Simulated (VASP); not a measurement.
# Ga2GeO4 (P4/mmm) in VASP: a series of runs

Runs on Ga2GeO4. Level: PBEsol. Tasks: single point, relaxation of cell and atoms.

All numbers are computed with VASP 6.6.1; they aren't measurements. Logs are shortened: lines on timing, memory, paths and dates and some standing lists are left out, and cuts for length are marked.

## (1) The cell of the first run

The structure is tetragonal, space group P4/mmm (No. 123). The conventional cell has a = 5.328 Å, b = 5.328 Å, c = 2.817 Å, α = 90.00°, β = 90.00°, γ = 90.00°. Ga (site symmetry mmm) has 8 O at 2.35 Å and 2 Ga at 2.82 Å and 4 Ge at 3.01 Å within 3.1 Å. Ge (site symmetry 4/mmm) has 4 O at 1.83 Å within 2.4 Å. O (site symmetry m2m) has 1 Ge at 1.83 Å and 4 Ga at 2.35 Å within 2.4 Å.

## (2) Single point, PBEsol

Contents of INCAR:

```
SYSTEM = Ga2GeO4
PREC = Accurate ; ENCUT = 520
EDIFF = 1E-7 ; ISMEAR = -1
SIGMA = 0.03 ; LREAL = .FALSE.
LASPH = .TRUE. ; NELM = 80
ALGO = Normal ; ISIF = 2
LWAVE = .FALSE. ; LCHARG = .FALSE.
GGA = PS ; NBANDS = 41
```

Contents of KPOINTS:

```
regular mesh
0
G
  4 4 8
  0 0 0
```

Contents of POSCAR:

```
Ga2GeO4
1.0
    5.3283302541      0.0000000000      0.0000000000
    0.0000000000      5.3283302541      0.0000000000
    0.0000000000      0.0000000000      2.8173769400
Ga Ge O
2 1 4
Direct
    0.5000000000      0.0000000000      0.5000000000
    0.0000000000      0.5000000000      0.5000000000
    0.0000000000      0.0000000000      0.0000000000
    0.2428480971      0.7571519029      0.0000000000
    0.2428480971      0.2428480971      0.0000000000
    0.7571519029      0.7571519029      0.0000000000
    0.7571519029      0.2428480971      0.0000000000
```

Potentials or basis: VASP PAW PBE potentials, release 64 (Ga_d, Ge_d, O).

Run with:

```
$ cat potpaw_PBE.64/Ga_d/POTCAR potpaw_PBE.64/Ge_d/POTCAR potpaw_PBE.64/O/POTCAR > POTCAR
$ mpirun -np 1 vasp_std > vasp.out
```

OUTCAR:

```text
SYSTEM = Ga2GeO4
   PREC = Accurate
   ENCUT = 520
   EDIFF = 1E-7
   ISMEAR = -1
   LREAL = .FALSE.
   LASPH = .TRUE.
   NELM = 80
   ISIF = 2
   GGA = PS

 ion  position               nearest neighbor table
   1  0.500  0.000  0.500-   4 2.35   5 2.35   6 2.35   7 2.35   4 2.35   5 2.35   6 2.35   7 2.35

   2  0.000  0.500  0.500-   4 2.35   5 2.35   6 2.35   7 2.35   4 2.35   5 2.35   6 2.35   7 2.35

   3  0.000  0.000  0.000-   4 1.83   5 1.83   6 1.83   7 1.83
   4  0.243  0.757  0.000-   3 1.83   2 2.35   1 2.35   1 2.35   2 2.35
   5  0.243  0.243  0.000-   3 1.83   2 2.35   1 2.35   1 2.35   2 2.35
   6  0.757  0.757  0.000-   3 1.83   2 2.35   1 2.35   1 2.35   2 2.35
   7  0.757  0.243  0.000-   3 1.83   2 2.35   1 2.35   1 2.35   2 2.35

  LATTYP: Found a simple tetragonal cell.
 ALAT       =     5.3283302541
 C/A-ratio  =     0.5287541886

  Lattice vectors:

 A1 = (   5.3283302541,   0.0000000000,   0.0000000000)
 A2 = (   0.0000000000,   5.3283302541,   0.0000000000)
 A3 = (   0.0000000000,   0.0000000000,   2.8173769400)

Analysis of symmetry for initial positions (statically):
=====================================================================
 Subroutine PRICEL returns:
 Original cell was already a primitive cell.

 Routine SETGRP: Setting up the symmetry group for a
 simple tetragonal supercell.

 Subroutine GETGRP returns: Found 16 space group operations
 (whereof 16 operations were pure point group operations)
 out of a pool of 16 trial point group operations.

The static configuration has the point symmetry D_4h.

Analysis of symmetry for dynamics (positions and initial velocities):
=====================================================================
 Subroutine PRICEL returns:
 Original cell was already a primitive cell.

 Routine SETGRP: Setting up the symmetry group for a
 simple tetragonal supercell.

 Subroutine GETGRP returns: Found 16 space group operations
 (whereof 16 operations were pure point group operations)
 out of a pool of 16 trial point group operations.

The dynamic configuration has the point symmetry D_4h.

 Subroutine INISYM returns: Found 16 space group operations
 (whereof 16 operations are pure point group operations),
 and found     1 'primitive' translations

----------------------------------------------------------------------------------------

                                     Primitive cell

  volume of cell :      79.9884

  direct lattice vectors                    reciprocal lattice vectors
     5.328330254  0.000000000  0.000000000     0.187676055  0.000000000  0.000000000
     0.000000000  5.328330254  0.000000000     0.000000000  0.187676055  0.000000000
     0.000000000  0.000000000  2.817376940     0.000000000  0.000000000  0.354940081

  length of vectors
     5.328330254  5.328330254  2.817376940     0.187676055  0.187676055  0.354940081

  position of ions in fractional coordinates (direct lattice)
     0.500000000  0.000000000  0.500000000
     0.000000000  0.500000000  0.500000000
     0.000000000  0.000000000  0.000000000
     0.242848097  0.757151903  0.000000000
     0.242848097  0.242848097  0.000000000
     0.757151903  0.757151903  0.000000000
     0.757151903  0.242848097  0.000000000

  ion indices of the primitive-cell ions
   primitive index   ion index
                 1           1
                 2           2
                 3           3
                 4           4
                 5           5
                 6           6
                 7           7

----------------------------------------------------------------------------------------

 KPOINTS: regular mesh

Automatic generation of k-mesh.
 Grid dimensions read from file:
 generate k-points for:    4    4    8

 Generating k-lattice:

  Cartesian coordinates                     Fractional coordinates (reciprocal lattice)
     0.046919014  0.000000000  0.000000000     0.250000000  0.000000000  0.000000000
     0.000000000  0.046919014  0.000000000     0.000000000  0.250000000  0.000000000
     0.000000000  0.000000000  0.044367510     0.000000000  0.000000000  0.125000000

  Length of vectors
     0.046919014  0.046919014  0.044367510

  Shift w.r.t. Gamma in fractional coordinates (k-lattice)
     0.000000000  0.000000000  0.000000000

 Subroutine IBZKPT returns following result:
 ===========================================

 Found     30 irreducible k-points:

 Following reciprocal coordinates:
            Coordinates               Weight
  0.000000  0.000000  0.000000      1.000000
  0.250000  0.000000  0.000000      4.000000
  0.500000  0.000000  0.000000      2.000000
  0.250000  0.250000  0.000000      4.000000
  0.500000  0.250000  0.000000      4.000000
  0.500000  0.500000  0.000000      1.000000
[... 16 lines left out ...]
  0.500000  0.250000  0.375000      8.000000
  0.500000  0.500000  0.375000      2.000000
 [... further k-points ...]
   k-points           NKPTS =     30   k-points in BZ     NKDIM =     30   number of bands    NBANDS=     41
   number of dos      NEDOS =    301   number of ions     NIONS =      7
   total plane-waves  NPLWV =  38400
   dimension x,y,z NGX =    40 NGY =   40 NGZ =   24
   dimension x,y,z NGXF=    80 NGYF=   80 NGZF=   48
   ions per type =               2   1   4
   NGX,Y,Z   is equivalent  to a cutoff of  12.48, 12.48, 14.16 a.u.
   NGXF,Y,Z  is equivalent  to a cutoff of  24.96, 24.96, 28.32 a.u.
 SYSTEM =  Ga2GeO4
   PREC   = accura    normal or accurate (medium, high low for compatibility)
   ISTART =      0    job   : 0-new  1-cont  2-samecut
   ICHARG =      2    charge: 1-file 2-atom 10-const
   ISPIN  =      1    spin polarized calculation?
   LNONCOLLINEAR =      F non collinear calculations
   LSORBIT =      F    spin-orbit coupling
   LASPH  =      T    aspherical Exc in radial PAW
   ENCUT  =  520.0 eV  38.22 Ry    6.18 a.u.   9.91  9.91  5.24*2*pi/ulx,y,z
   NELM   =     80;   NELMIN=  2; NELMDL= -5     # of ELM steps
   EDIFF  = 0.1E-06   stopping-criterion for ELM
   LREAL  =      F    real-space projection
   EDIFFG = 0.1E-05   stopping-criterion for IOM
   NSW    =      0    number of steps for IOM
   IBRION =     -1    ionic relax: 0-MD 1-quasi-New 2-CG
   NFREE  =      0    steps in history (QN), initial steepest desc. (CG)
   ISIF   =      2    stress and relaxation
   ISYM   =      2    0-nonsym 1-usesym 2-fastsym
   POTIM  = 0.5000    time-step for ionic-motion
   TEBEG  =    0.0;   TEEND  =   0.0 temperature during run
   PSTRESS=    0.0 pullay stress
   NELECT =      64.0000    total number of electrons
   NUPDOWN=      -1.0000    fix difference up-down
   EMIN   =  10.00;   EMAX   =-10.00  energy-range for DOS
   EFERMI =   0.00;   METHOD = LEGACY
   ISMEAR =    -1;   SIGMA  =   0.03  broadening in eV -4-tet -1-fermi 0-gaus
   EFERMI_NEDOS =   21; number of points for ismear=-14 and -15
   IALGO  =     38    algorithm
   IMIX   =      4    mixing-type and parameters
     AMIX     =   0.40;   BMIX     =  1.00
     AMIX_MAG =   1.60;   BMIX_MAG =  1.00
  volume/ion in A,a.u.               =      11.43        77.11
  Fermi-wavevector in a.u.,A,eV,Ry     =   1.519821  2.872045 31.427493  2.309856
  Thomas-Fermi vector in A             =   2.628755
   LORBIT       =      0    0 simple, 1 ext, 2 COOP (PROOUT), +10 PAW based schemes
   GGA     = PS    functional components
   LHFCALC =     F    Hartree Fock is set to
   AEXX    =    0.0000 exact exchange contribution
   IVDW    =     0    specifies the selected vdW correction
   LEPSILON=     F    determine dielectric tensor
   LRPA    =     F    only Hartree local field effects (RPA)
 non-spin polarized calculation
  energy-cutoff  :      520.00
  volume of cell :       79.99
 maximum number of plane-waves:      2186
 NGX is ok and might be reduce to    40
   NGX = 19   NGY = 19   NGZ = 11

 number of electron      64.0000009 magnetization

 Free energy of the ion-electron system (eV)
  ---------------------------------------------------
  ext. energy  EPLUGINS =         0.00000000
  ---------------------------------------------------
  free energy    TOTEN  =       -38.30146629 eV

  energy without entropy =      -38.29756120  energy(sigma->0) =      -38.29951374

 E-fermi :   5.9522     XC(G=0): -11.6450

 val. band max:        5.9515052720   @ k =   0.5000   0.5000   0.3750
 cond. band min:       5.9842443267   @ k =   0.0000   0.0000   0.0000
 fundamental gap:      0.0327390547
 Fermi energy:         5.9522031211

 k-point     1 :       0.0000    0.0000    0.0000
  band No.  band energies     occupation
      1     -19.5765      2.00000
      2     -19.5590      2.00000
      3     -19.2519      2.00000
      4     -19.2519      2.00000
      5     -19.1960      2.00000
      6     -15.2268      2.00000
[... 33 lines left out ...]
     40      14.0286      0.00000
     41      15.6505      0.00000

 k-point     2 :       0.2500    0.0000    0.0000
  band No.  band energies     occupation
      1     -19.5779      2.00000
      2     -19.5572      2.00000
      3     -19.2518      2.00000
      4     -19.2518      2.00000
      5     -19.1955      2.00000
      6     -15.1130      2.00000
[... 33 lines left out ...]
     40      14.6335      0.00000
     41      15.3061      0.00000

 k-point     3 :       0.5000    0.0000    0.0000
  band No.  band energies     occupation
      1     -19.5793      2.00000
      2     -19.5553      2.00000
      3     -19.2518      2.00000
      4     -19.2517      2.00000
      5     -19.1950      2.00000
      6     -14.9540      2.00000
[... 33 lines left out ...]
     40      14.5812      0.00000
     41      15.4536      0.00000

 k-point     4 :       0.2500    0.2500    0.0000
  band No.  band energies     occupation
      1     -19.5794      2.00000
      2     -19.5554      2.00000
      3     -19.2518      2.00000
      4     -19.2518      2.00000
      5     -19.1950      2.00000
      6     -14.9994      2.00000
[... 825 lines left out ...]
     40      13.0053      0.00000
     41      13.0267      0.00000

 k-point    23 :       0.5000    0.2500    0.3750
  band No.  band energies     occupation
      1     -19.5605      2.00000
      2     -19.4481      2.00000
      3     -19.3047      2.00000
      4     -19.3044      2.00000
      5     -19.1874      2.00000
      6     -14.1658      2.00000
[... 33 lines left out ...]
     40      12.5033      0.00000
     41      13.7425      0.00000

 k-point    24 :       0.5000    0.5000    0.3750
  band No.  band energies     occupation
      1     -19.5621      2.00000
      2     -19.4469      2.00000
      3     -19.3047      2.00000
      4     -19.3047      2.00000
      5     -19.1873      2.00000
      6     -14.0805      2.00000
[... 33 lines left out ...]
     40      12.2634      0.00000
     41      14.5533      0.00000

 [... further k-points ...]
[... 5 lines left out ...]
  --------------------------------------------------------------------------------------
  -------------------------------------------------------------------------------------
  Total        0.1885096      0.1885096      0.0812660      0.0000000      0.0000000      0.0000000
  in kB        3.7758677      3.7758677      1.6277662      0.0000000      0.0000000      0.0000000
  external PRESSURE =       3.0598339 kB  Pullay stress =       0.0000000 kB

 VOLUME and BASIS-vectors are now :
 -----------------------------------------------------------------------------
  energy-cutoff  :      520.00
  volume of cell :       79.99
      direct lattice vectors                 reciprocal lattice vectors
     5.328330254  0.000000000  0.000000000     0.187676055  0.000000000  0.000000000
     0.000000000  5.328330254  0.000000000     0.000000000  0.187676055  0.000000000
     0.000000000  0.000000000  2.817376940     0.000000000  0.000000000  0.354940081

 POSITION                                       TOTAL-FORCE (eV/Angst)
 -----------------------------------------------------------------------------------
      2.66417      0.00000      1.40869        -0.000000      0.000000      0.000000
      0.00000      2.66417      1.40869        -0.000000      0.000000      0.000000
      0.00000      0.00000      0.00000        -0.000000      0.000000      0.000000
      1.29397      4.03436      0.00000         0.018114     -0.018114      0.000000
      1.29397      1.29397      0.00000         0.018114      0.018114      0.000000
      4.03436      4.03436      0.00000        -0.018114     -0.018114     -0.000000
      4.03436      1.29397      0.00000        -0.018114      0.018114     -0.000000
 -----------------------------------------------------------------------------------
    total drift:                               -0.000000      0.000000     -0.000000

  FREE ENERGIE OF THE ION-ELECTRON SYSTEM (eV)
  ---------------------------------------------------
  free  energy   TOTEN  =       -38.3014662888 eV

  energy  without entropy=      -38.2975611992  energy(sigma->0) =      -38.29951374
```

Wall time 2.5 min (1 thread of Intel Xeon 8259CL, shared host); peak memory 0.23 GiB.

Results:

```yaml
Free_energy: -38.3015 eV
Pressure: 0.3 GPa
Largest_force: 0.026 eV/Å
Band_gap_on_the_k_mesh: zero (bands 32 and 33 overlap by 2.22 eV)
```

Forces on the atoms (eV/Å):
```
Ga   0.000  0.000  0.000
Ga   0.000  0.000  0.000
Ge   0.000  0.000  0.000
O    0.018 -0.018  0.000
O    0.018  0.018  0.000
O   -0.018 -0.018  0.000
O   -0.018  0.018  0.000
```

Stress tensor (GPa, compression positive):
```
0.38 0.00 0.00
0.00 0.38 0.00
0.00 0.00 0.16
```

Levels at points of the mesh, in eV from the Fermi level:
```
           k point  band 30  band 31  band 32  band 33  band 34  band 35
(0.00, 0.00, 0.00)    -2.67    -2.55    -2.46     0.03     2.34     3.06
(0.50, 0.00, 0.00)    -2.71    -2.57    -1.21    -0.24     0.84     4.69
(0.50, 0.50, 0.00)    -3.06    -2.68     0.54     0.63     0.63     4.48
(0.00, 0.00, 0.50)    -2.66    -2.46    -2.43    -1.51     1.42     2.68
(0.50, 0.00, 0.50)    -2.95    -2.53    -1.78    -0.05     0.37     3.84
(0.50, 0.50, 0.50)    -3.91    -3.63    -0.35     0.65     0.65     4.41
```

Caveat: the PAW data sets were made with another functional, which shifts forces and pressure a little.

## (3) Relaxation of cell and atoms, PBEsol

This run uses another cell than the first one, of 11.16 Å³/atom.

Contents of INCAR:

```
ALGO = Normal
EDIFF = 1E-6
EDIFFG = -0.01
ENCUT = 600
GGA = PS
IBRION = 2
ISIF = 3
ISMEAR = -1
LASPH = True
LCHARG = False
LREAL = False
LWAVE = False
NELM = 100
NSW = 100
PREC = Accurate
SIGMA = 0.03
```

Contents of KPOINTS:

```
k-points
0
Gamma
  4 4 8
```

Contents of POSCAR:

```
Ga2GeO4
1.0
    5.1253037200      0.0000000000      0.0000000000
    0.0000000000      5.1253037200      0.0000000000
    0.0000000000      0.0000000000      2.9747896100
Ga Ge O
2 1 4
Direct
    0.5000000000      0.0000000000      0.5000000000
    0.0000000000      0.5000000000      0.5000000000
    0.0000000000      0.0000000000      0.0000000000
    0.2322243700      0.7677756300      0.0000000000
    0.2322243700      0.2322243700      0.0000000000
    0.7677756300      0.7677756300      0.0000000000
    0.7677756300      0.2322243700      0.0000000000
```

Potentials or basis: VASP PAW PBE potentials, release 64 (Ga_d, Ge_d, O).

Run with:

```
$ cat potpaw_PBE.64/Ga_d/POTCAR potpaw_PBE.64/Ge_d/POTCAR potpaw_PBE.64/O/POTCAR > POTCAR
$ mpirun -np 1 vasp_std > vasp.out
```

Wall time 17 min (1 thread of Intel Xeon 8259CL, shared host); peak memory 0.27 GiB.

Results (log left out):

```
Free energy                           : -38.3056 eV
Relaxed volume                        : 11.46 Å³/atom
Relaxed cell                          : a = 5.335 Å, b = 5.335 Å, c = 2.818 Å, α = 90.00°, β = 90.00°, γ = 90.00°
Space group after relaxing (to 0.1 Å) : P4/mmm (No. 123)
Energy gained by relaxing             : 194.7 meV/atom
Ionic steps                           : 11
Pressure after relaxing               : 0.0 GPa
Largest force after relaxing          : 0.009 eV/Å
Band gap on the k mesh                : zero (bands 32 and 33 overlap by 2.22 eV)
```

Forces on the atoms (eV/Å):
```
Ga   0.000  0.000  0.000
Ga   0.000  0.000  0.000
Ge   0.000  0.000  0.000
O    0.007 -0.007  0.000
O    0.007  0.007  0.000
O   -0.007 -0.007  0.000
O   -0.007  0.007  0.000
```

Stress tensor (GPa, compression positive):
```
-0.04  0.00  0.00
 0.00 -0.04  0.00
 0.00  0.00  0.05
```

Step by step:
| step | energy change (eV) | largest force (eV/Å) | pressure (GPa) | volume (Å³) |
| --- | --- | --- | --- | --- |
| 1 | 0.0000 | 4.4882 | 23.52 | 78.14 |
| 2 | 1.6373 | 2.5980 | -24.37 | 97.54 |
| 3 | -1.2182 | 0.6259 | -5.95 | 84.52 |
| 4 | -1.2430 | 0.3258 | -3.97 | 83.84 |
| 5 | -1.2467 | 0.1389 | -2.78 | 83.45 |
| 6 | -1.3411 | 0.0358 | -1.25 | 81.58 |
| 7 | -1.3626 | 0.0458 | 0.01 | 80.32 |
| 8 | -1.3627 | 0.0505 | 0.12 | 80.22 |
| 9 | -1.3627 | 0.0180 | -0.29 | 80.28 |
| 10 | -1.3628 | 0.0121 | -0.07 | 80.25 |
| 11 | -1.3629 | 0.0095 | -0.01 | 80.21 |

Final structure:
```
Ga Ge O
1.0
     5.33500    0.00000    0.00000
     0.00000    5.33500    0.00000
     0.00000    0.00000    2.81800
Ga Ge O
2 1 4
Direct
  0.50000 0.00000 0.50000
  0.00000 0.50000 0.50000
  0.00000 0.00000 0.00000
  0.24264 0.75736 0.00000
  0.24264 0.24264 0.00000
  0.75736 0.75736 0.00000
  0.75736 0.24264 0.00000
```

Levels at points of the mesh, in eV from the Fermi level:
| k point | band 28 | band 29 | band 30 | band 31 | band 32 | band 33 | band 34 | band 35 | band 36 | band 37 |
| --- | --- | --- | --- | --- | --- | --- | --- | --- | --- | --- |
| (0.00, 0.00, 0.00) | -2.79 | -2.79 | -2.67 | -2.55 | -2.45 | 0.04 | 2.32 | 3.06 | 3.06 | 7.90 |
| (0.50, 0.00, 0.00) | -3.14 | -2.81 | -2.70 | -2.55 | -1.22 | -0.24 | 0.83 | 4.70 | 5.08 | 6.19 |
| (0.50, 0.50, 0.00) | -3.36 | -3.04 | -3.04 | -2.66 | 0.54 | 0.62 | 0.62 | 4.47 | 4.81 | 7.57 |
| (0.00, 0.00, 0.50) | -3.05 | -3.05 | -2.65 | -2.45 | -2.42 | -1.50 | 1.41 | 2.66 | 3.49 | 4.01 |
| (0.50, 0.00, 0.50) | -5.18 | -3.58 | -2.95 | -2.53 | -1.78 | -0.05 | 0.37 | 3.82 | 4.15 | 4.23 |
| (0.50, 0.50, 0.50) | -5.15 | -4.59 | -3.89 | -3.61 | -0.34 | 0.64 | 0.64 | 4.41 | 4.46 | 4.48 |

Caveat: the PAW data sets were made with another functional, which shifts forces and pressure a little.

The gap in the log of VASP goes by the Fermi energy; the results here count the filled bands.